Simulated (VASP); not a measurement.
A run of VASP 6.6.1:

File INCAR:

```
PREC = Accurate ; ENCUT = 520
EDIFF = 1E-7 ; ISMEAR = 0
SIGMA = 0.1 ; LREAL = F
LASPH = T ; NELM = 80
ALGO = Normal ; ISIF = 2
LWAVE = F ; LCHARG = F
GGA = PE ; NBANDS = 9
```

Contents of KPOINTS:

```
Automatic mesh
0
Gamma
  16 16 16
```

The input POSCAR:

```
Se
1.0
   -1.6479502590      1.7501571759      1.6479502590
    1.6479502590     -1.7501571759      1.6479502590
    1.6479502590      1.7501571759     -1.6479502590
Se
1
Direct
    0.0000000000      0.0000000000      0.0000000000
```

Potentials or basis: VASP PAW PBE potentials, release 64 (Se).

Launch:

```bash
$ cat potpaw_PBE.64/Se/POTCAR > POTCAR
$ mpirun -np 1 vasp_std > vasp.out
```

Hardware: 1 thread of Intel(R) Xeon(R) Platinum 8259CL CPU @ 2.50GHz (Skylake/Cascade Lake) (shared host).

Q: How long does it take, and how much memory?

A: Run time: 23 s on 1 thread of Intel(R) Xeon(R) Platinum 8259CL CPU @ 2.50GHz (Skylake/Cascade Lake), with other jobs on the host, peak memory 0.18 GiB. Counts: scf iterations 10, k points 349.
